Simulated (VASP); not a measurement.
# BeS (F-43m) in VASP: settings compared

Aim: see how the results for BeS move with the level of theory and the settings. Levels: PBE0, PBEsol. Tasks: single point.

All numbers are computed with VASP 6.6.1; they aren't measurements. Logs are shortened: lines on timing, memory, paths and dates and some standing lists are left out, and cuts for length are marked.

## (1) The cell of the first run

The structure is cubic, space group F-43m (No. 216). Conventional cell: a = 4.850 Å, b = 4.850 Å, c = 4.850 Å, α = 90.00°, β = 90.00°, γ = 90.00°. S (site symmetry -43m) has 4 Be at 2.10 Å within 2.8 Å. Be (site symmetry -43m) has 4 S at 2.10 Å within 2.8 Å.

## (2) Single point, PBE0

POSCAR reads:

```
BeS
1.0
    0.0000000000      2.4250000000      2.4250000000
    2.4250000000      0.0000000000      2.4250000000
    2.4250000000      2.4250000000      0.0000000000
S Be
1 1
Direct
    0.7500000000      0.7500000000      0.7500000000
    0.0000000000      0.0000000000      0.0000000000
```

INCAR.step1 reads:

```
ALGO     = Normal         # electronic algorithm
EDIFF    = 1E-5           # SCF threshold, eV
ENCUT    = 520            # plane-wave cutoff, eV
GGA      = PE             # functional
ISIF     = 2              # what is computed and relaxed
ISMEAR   = -1             # smearing method
LASPH    = T              # aspherical terms in the spheres
LCHARG   = F              # write CHGCAR
LREAL    = F              # projectors in reciprocal space
LWAVE    = T              # write WAVECAR
NBANDS   = 11             # bands
NELM     = 60             # most SCF steps
PREC     = Accurate       # precision mode
SIGMA    = 0.05           # smearing width, eV
```

INCAR.step2 reads:

```
AEXX     = 0.25           # exact-exchange fraction
ALGO     = Normal         # electronic algorithm
EDIFF    = 1E-7           # SCF threshold, eV
ENCUT    = 520            # plane-wave cutoff, eV
GGA      = PE             # functional
ISIF     = 2              # what is computed and relaxed
ISMEAR   = -1             # smearing method
ISTART   = 1            
LASPH    = T              # aspherical terms in the spheres
LCHARG   = F              # write CHGCAR
LHFCALC  = T              # exact exchange
LREAL    = F              # projectors in reciprocal space
LWAVE    = F              # write WAVECAR
NBANDS   = 11             # bands
NELM     = 60             # most SCF steps
PREC     = Accurate       # precision mode
PRECFOCK = Normal       
SIGMA    = 0.05           # smearing width, eV
```

KPOINTS reads:

```
k-points
0
Gamma
  5 5 5
```

Potentials or basis: VASP PAW PBE potentials, release 64 (S, Be).

Launch:

```bash
> cat potpaw_PBE.64/S/POTCAR potpaw_PBE.64/Be/POTCAR > POTCAR
> cp INCAR.step1 INCAR
> mpirun -np 1 vasp_std > vasp.out
> cp INCAR.step2 INCAR
> mpirun -np 1 vasp_std > vasp.out
```

OUTCAR:

```text
AEXX = 0.25
   EDIFF = 1E-7
   ENCUT = 520
   GGA = PE
   ISIF = 2
   ISMEAR = -1
   ISTART = 1
   LASPH = T
   LHFCALC = T
   LREAL = F
   NELM = 60
   PREC = Accurate
   PRECFOCK = Normal

 ion  position               nearest neighbor table
   1  0.750  0.750  0.750-   2 2.10   2 2.10   2 2.10   2 2.10
   2  0.000  0.000  0.000-   1 2.10   1 2.10   1 2.10   1 2.10

  LATTYP: Found a face centered cubic cell.
 ALAT       =     4.8500000000

  Lattice vectors:

 A1 = (   0.0000000000,   2.4250000000,   2.4250000000)
 A2 = (   2.4250000000,   0.0000000000,   2.4250000000)
 A3 = (   2.4250000000,   2.4250000000,   0.0000000000)

Analysis of symmetry for initial positions (statically):
=====================================================================
 Subroutine PRICEL returns:
 Original cell was already a primitive cell.

 Routine SETGRP: Setting up the symmetry group for a
 face centered cubic supercell.

 Subroutine GETGRP returns: Found 24 space group operations
 (whereof 24 operations were pure point group operations)
 out of a pool of 48 trial point group operations.

The static configuration has the point symmetry T_d .

Analysis of symmetry for dynamics (positions and initial velocities):
=====================================================================
 Subroutine PRICEL returns:
 Original cell was already a primitive cell.

 Routine SETGRP: Setting up the symmetry group for a
 face centered cubic supercell.

 Subroutine GETGRP returns: Found 24 space group operations
 (whereof 24 operations were pure point group operations)
 out of a pool of 48 trial point group operations.

The dynamic configuration has the point symmetry T_d .

 Subroutine INISYM returns: Found 24 space group operations
 (whereof 24 operations are pure point group operations),
 and found     1 'primitive' translations

----------------------------------------------------------------------------------------

                                     Primitive cell

  volume of cell :      28.5210

  direct lattice vectors                    reciprocal lattice vectors
     0.000000000  2.425000000  2.425000000    -0.206185567  0.206185567  0.206185567
     2.425000000  0.000000000  2.425000000     0.206185567 -0.206185567  0.206185567
     2.425000000  2.425000000  0.000000000     0.206185567  0.206185567 -0.206185567

  length of vectors
[... 82 lines left out ...]
   ISMEAR =    -1;   SIGMA  =   0.05  broadening in eV -4-tet -1-fermi 0-gaus
   EFERMI_NEDOS =   21; number of points for ismear=-14 and -15
   IALGO  =     38    algorithm
   IMIX   =      1    mixing-type and parameters
     AMIX     =   0.40;   BMIX     =  1.00
     AMIX_MAG =   1.60;   BMIX_MAG =  1.00
  volume/ion in A,a.u.               =      14.26        96.23
  Fermi-wavevector in a.u.,A,eV,Ry     =   1.071642  2.025110 15.625158  1.148417
  Thomas-Fermi vector in A             =   2.207388
   LORBIT       =      0    0 simple, 1 ext, 2 COOP (PROOUT), +10 PAW based schemes
   GGA     = PE    functional components
   LHFCALC =     T    Hartree Fock is set to
   PRECFOCK=normal    Normal, Fast or Accurate (Low or Medium for compatibility)
   ENCUT4O =  -1.0   cutoff for four orbital integrals eV
   NKREDX  =     1    reduce k-point grid by
   NKREDY  =     1    reduce k-point grid by
   NKREDZ  =     1    reduce k-point grid by
   AEXX    =    0.2500 exact exchange contribution
   HFSCREEN=    0.0000 screening length (either q_TF or 0.3 A-1)
   HFSCREENC=   0.0000 screening length for correlation (either q_TF or 0.3 A-1)
   ENCUTFOCK=  -1.0 apply spherical cutoff to Coloumb kernel
   IVDW    =     0    specifies the selected vdW correction
   LEPSILON=     F    determine dielectric tensor
   LRPA    =     F    only Hartree local field effects (RPA)
 non-spin polarized calculation
  energy-cutoff  :      520.00
  volume of cell :       28.52
 maximum number of plane-waves:       785
 NGX is ok and might be reduce to    28
  NGX = 20; NGY = 20; NGZ = 20

 number of electron       7.9999999 magnetization

 Free energy of the ion-electron system (eV)
  ---------------------------------------------------
  ext. energy  EPLUGINS =         0.00000000
  ---------------------------------------------------
  free energy    TOTEN  =       -11.99404688 eV

  energy without entropy =      -11.99404688  energy(sigma->0) =      -11.99404688

 E-fermi :   4.2401     XC(G=0):  -7.6961

 val. band max:        3.1355625890   @ k =   0.0000   0.0000   0.0000
 cond. band min:       8.2458135429   @ k =   0.4000   0.4000   0.0000
 fundamental gap:      5.1102509539
 Fermi energy:         4.2401361297

 k-point     1 :       0.0000    0.0000    0.0000
  band No.  band energies     occupation
      1     -11.9973      2.00000
      2       3.1356      2.00000
      3       3.1356      2.00000
      4       3.1356      2.00000
      5      10.7652      0.00000
      6      10.7652      0.00000
      7      10.7652      0.00000
      8      10.9446      0.00000
      9      18.1938      0.00000
     10      18.1938      0.00000
     11      20.1685      0.00000
[... 113 lines left out ...]
 k-point    10 :      -0.4000    0.4000    0.2000
  band No.  band energies     occupation
      1      -9.7597      2.00000
      2      -1.9185      2.00000
      3      -0.7381      2.00000
      4       0.3128      2.00000
      5      11.0348      0.00000
      6      12.3078      0.00000
      7      13.3945      0.00000
      8      16.6789      0.00000
      9      17.5838      0.00000
     10      20.2829      0.00000
     11      23.0268      0.00000

------------------------ aborting loop because EDIFF is reached ----------------------------------------

  FORCE on cell =-STRESS in cart. coord.  units (eV):
  Direction    XX          YY          ZZ          XY          YZ          ZX
  --------------------------------------------------------------------------------------
  -------------------------------------------------------------------------------------
  Total        0.0202644      0.0202644      0.0202644      0.0000000      0.0000000      0.0000000
  in kB        1.1383596      1.1383596      1.1383596      0.0000000      0.0000000      0.0000000
  external PRESSURE =       1.1383596 kB  Pullay stress =       0.0000000 kB

 VOLUME and BASIS-vectors are now :
 -----------------------------------------------------------------------------
  energy-cutoff  :      520.00
  volume of cell :       28.52
      direct lattice vectors                 reciprocal lattice vectors
     0.000000000  2.425000000  2.425000000    -0.206185567  0.206185567  0.206185567
     2.425000000  0.000000000  2.425000000     0.206185567 -0.206185567  0.206185567
     2.425000000  2.425000000  0.000000000     0.206185567  0.206185567 -0.206185567

 POSITION                                       TOTAL-FORCE (eV/Angst)
 -----------------------------------------------------------------------------------
      3.63750      3.63750      3.63750         0.000000     -0.000000      0.000000
      0.00000      0.00000      0.00000        -0.000000      0.000000     -0.000000
 -----------------------------------------------------------------------------------
    total drift:                               -0.000000      0.000000      0.000000

  FREE ENERGIE OF THE ION-ELECTRON SYSTEM (eV)
  ---------------------------------------------------
  free  energy   TOTEN  =       -11.9940468798 eV

  energy  without entropy=      -11.9940468798  energy(sigma->0) =      -11.99404688
```

Wall time 99 s (1 thread of Intel Xeon Platinum 8559C (Emerald Rapids), shared host); peak memory 0.15 GiB.

What came out:

- Free energy: -11.9940 eV
- Pressure: 0.1 GPa
- Band gap on the k mesh: 5.11 eV, indirect (least direct gap 7.63 eV)

Levels at points of the mesh, in eV from the valence-band top:
| k point | band 1 | band 2 | band 3 | band 4 | band 5 | band 6 | band 7 | band 8 | band 9 |
| --- | --- | --- | --- | --- | --- | --- | --- | --- | --- |
| (0.00, 0.00, 0.00) | -15.13 | 0.00 | 0.00 | 0.00 | 7.63 | 7.63 | 7.63 | 7.81 | 15.06 |

Caveat: the k points lie up to 0.45 Å⁻¹ apart; the PAW data sets were made with another functional, which shifts forces and pressure a little.

## (3) Single point, PBEsol

INCAR reads:

```
SYSTEM = BeS
  PREC = Accurate
  ENCUT = 520
  EDIFF = 1E-6
  ISMEAR = -1
  SIGMA = 0.05
  LREAL = .False.
  LASPH = .True.
  NELM = 100
  ALGO = Normal
  ISIF = 2
  LWAVE = .False.
  LCHARG = .True.
  GGA = PS
  LELF = .True.
  LVHAR = .True.
  NBANDS = 11
```

KPOINTS reads:

```
Automatic mesh
0
Gamma
  6 6 6
  0 0 0
```

POSCAR is that of step 2.

Potentials or basis: VASP PAW PBE potentials, release 64 (S, Be).

Launch:

```bash
> cat potpaw_PBE.64/S/POTCAR potpaw_PBE.64/Be/POTCAR > POTCAR
> mpirun -np 1 vasp_std > vasp.out
```

It took 3.6 s on 1 thread of Intel Xeon 6975P-C (Granite Rapids), shared host; peak memory 0.14 GiB.

The run converged. Its results:

* Free energy: -10.5610 eV
* Pressure: -0.5 GPa
* Band gap on the k mesh: 2.93 eV, indirect (least direct gap 5.60 eV)

Levels at points of the mesh, in eV from the valence-band top:
```tsv
k point	band 1	band 2	band 3	band 4	band 5	band 6	band 7	band 8
(0.00, 0.00, 0.00)	-13.72	0.00	0.00	0.00	5.61	5.61	5.61	5.71
(0.50, 0.00, 0.00)	-12.08	-5.86	-1.04	-1.04	5.38	6.48	6.48	10.98
(0.50, 0.50, 0.00)	-11.53	-5.07	-2.67	-2.67	2.93	4.81	12.75	12.75
```

Caveat: the PAW data sets were made with another functional, which shifts forces and pressure a little. A k mesh can miss the band edges.

## (4) Single point, PBEsol

This run uses another cell than the first one, of 12.13 Å³/atom, 0.851 times its volume.

Changes to INCAR since step 3:

```diff
@@ -12,6 +12,4 @@
   LWAVE = .False.
-  LCHARG = .True.
+  LCHARG = .False.
   GGA = PS
-  LELF = .True.
-  LVHAR = .True.
   NBANDS = 11
```

KPOINTS reads:

```
Automatic mesh
0
Gamma
  9 9 9
  0 0 0
```

POSCAR reads:

```
BeS
1.0
    0.0000000000      2.2976435422      2.2976435422
    2.2976435422      0.0000000000      2.2976435422
    2.2976435422      2.2976435422      0.0000000000
S Be
1 1
Direct
    0.7500000000      0.7500000000      0.7500000000
    0.0000000000      0.0000000000      0.0000000000
```

Launch:

```bash
> cat potpaw_PBE.64/S/POTCAR potpaw_PBE.64/Be/POTCAR > POTCAR
> mpirun -np 1 vasp_std > vasp.out
```

Wall time 3.9 s (1 thread of Intel Xeon Platinum 8488C (Sapphire Rapids), shared host); peak memory 0.13 GiB.

The run converged. Its results:

```
Free energy            : -10.3343 eV
Pressure               : 20.3 GPa
Band gap on the k mesh : 2.62 eV, indirect (least direct gap 5.48 eV)
```

Levels at points of the mesh, in eV from the valence-band top:
| k point | band 2 | band 3 | band 4 | band 5 | band 6 | band 7 |
| --- | --- | --- | --- | --- | --- | --- |
| (0.00, 0.00, 0.00) | 0.00 | 0.00 | 0.00 | 5.48 | 5.48 | 5.48 |

Caveat: the PAW data sets were made with another functional, which shifts forces and pressure a little. A k mesh can miss the band edges.

## (5) Single point, PBEsol

This run uses another cell than the first one, of 11.48 Å³/atom, 0.805 times its volume.

INCAR reads:

```
SYSTEM = BeS
ALGO = Normal
EDIFF = 1E-6
ENCUT = 520
GGA = PS
ISIF = 2
ISMEAR = -1
LASPH = .True.
LCHARG = .False.
LREAL = .False.
LWAVE = .False.
NBANDS = 11
NELM = 80
PREC = Accurate
SIGMA = 0.05
```

KPOINTS reads:

```
k-points
0
Gamma
  9 9 9
  0 0 0
```

POSCAR reads:

```
BeS
1.0
    0.0000000000      2.2558847261      2.2558847261
    2.2558847261      0.0000000000      2.2558847261
    2.2558847261      2.2558847261      0.0000000000
S Be
1 1
Direct
    0.7500000000      0.7500000000      0.7500000000
    0.0000000000      0.0000000000      0.0000000000
```

Launch:

```bash
> cat potpaw_PBE.64/S/POTCAR potpaw_PBE.64/Be/POTCAR > POTCAR
> mpirun -np 1 vasp_std > vasp.out
```

Wall time 3.9 s (1 thread of Intel Xeon Platinum 8488C (Sapphire Rapids), shared host); peak memory 0.13 GiB.

It converged, with:

```yaml
Free_energy: -10.1304 eV
Pressure: 30.3 GPa
Band_gap_on_the_k_mesh: 2.45 eV, indirect (least direct gap 5.40 eV)
```

Levels at points of the mesh, in eV from the valence-band top:
```tsv
k point	band 2	band 3	band 4	band 5	band 6	band 7
(0.00, 0.00, 0.00)	0.00	0.00	0.00	5.40	5.40	5.40
```

Caveat: the PAW data sets were made with another functional, which shifts forces and pressure a little.

## (6) Single point, PBEsol

This run uses another cell than the first one, of 12.97 Å³/atom, 0.909 times its volume.

INCAR reads:

```
PREC = Accurate ; ENCUT = 520
EDIFF = 1E-6 ; ISMEAR = -1
SIGMA = 0.05 ; LREAL = F
LASPH = T ; NELM = 80
ALGO = Normal ; ISIF = 2
LWAVE = F ; LCHARG = F
GGA = PS ; NBANDS = 11
```

KPOINTS reads:

```
Automatic mesh
0
Gamma
  9 9 9
```

POSCAR reads:

```
BeS
1.0
    0.0000000000      2.3493119212      2.3493119212
    2.3493119212      0.0000000000      2.3493119212
    2.3493119212      2.3493119212      0.0000000000
S Be
1 1
Direct
    0.7500000000      0.7500000000      0.7500000000
    0.0000000000      0.0000000000      0.0000000000
```

Potentials or basis: VASP PAW PBE potentials, release 64 (S, Be).

Launch:

```bash
> cat potpaw_PBE.64/S/POTCAR potpaw_PBE.64/Be/POTCAR > POTCAR
> mpirun -np 1 vasp_std > vasp.out
```

Run time: 7.2 s. Hardware: 1 thread of Intel Xeon Platinum 8488C (Sapphire Rapids), shared host; peak memory 0.15 GiB.

The run converged. Its results:

```yaml
Free_energy: -10.4916 eV
Pressure: 10.2 GPa
Band_gap_on_the_k_mesh: 2.80 eV, indirect (least direct gap 5.55 eV)
```

Levels at points of the mesh, in eV from the valence-band top:
```csv
k point,band 2,band 3,band 4,band 5,band 6,band 7
"(0.00, 0.00, 0.00)",0.00,0.00,0.00,5.55,5.55,5.55
```

Caveat: the PAW data sets were made with another functional, which shifts forces and pressure a little. A k mesh can miss the band edges.

## (7) The runs side by side

| level | cell | k mesh | grid for exact exchange (PRECFOCK) | gap on the mesh (eV) | pressure (GPa) |
| --- | --- | --- | --- | --- | --- |
| PBE0 | a = 3.429 Å, angles 60.0°, 2 atoms | 5 × 5 × 5 | Normal | 5.11 | 0.1 |
| PBEsol | a = 3.429 Å, angles 60.0°, 2 atoms | 6 × 6 × 6 | - | 2.93 | -0.5 |
| PBEsol | a = 3.249 Å, angles 60.0°, 2 atoms | 9 × 9 × 9 | - | 2.62 | 20.3 |
| PBEsol | a = 3.190 Å, angles 60.0°, 2 atoms | 9 × 9 × 9 | - | 2.45 | 30.3 |
| PBEsol | a = 3.322 Å, angles 60.0°, 2 atoms | 9 × 9 × 9 | - | 2.80 | 10.2 |

Alike in all rows: task single point; potentials or basis VASP PAW PBE potentials, release 64 (S, Be); no spin polarisation; cutoff (eV) 520; smearing fermi-dirac 0.05 eV.

Caveats: some runs use coarse meshes; the PAW data sets were made with another functional, which shifts forces and pressure a little.

Absolute energies hang on the potentials; compare differences alone.
